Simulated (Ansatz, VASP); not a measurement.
One calculation of Ru, two programs

```xyz
1
Lattice="-1.5524 1.5524 1.5524 1.5524 -1.5524 1.5524 1.5524 1.5524 -1.5524" Properties=species:S:1:pos:R:3 pbc="T T T"
Ru    0.0000    0.0000    0.0000
```

Alike in both runs: functional BLYP; k mesh 15 × 15 × 15; occupations fermi-dirac, width 0.1 eV; no spin polarisation.

Ansatz relaxed the structure, and its values are those at the end. VASP's run is a single point on that final structure, the one shown.

|  | VASP | Ansatz |
| --- | --- | --- |
| version | VASP 6.6.1 | Ansatz 0.2.0 |
| potentials or method | VASP PAW PBE potentials, release 64 (Ru_pv), cutoff 520 eV | plane waves (420 eV) with PAW, scalar-relativistic |
| valence electrons in the cell | 14 | 16 |

VASP gave:

* pressure (GPa): 0.5

Problem. Which values does Ansatz return?

Solution. Pressure (GPa): 0.0.

VASP's potentials were made for PBE, not for BLYP. The functional is the same, so the differences come from potentials, cutoffs and numerics. VASP's potentials hold 14 valence electrons a cell and Ansatz's 16, so a difference there can come from the potentials and not from the codes.
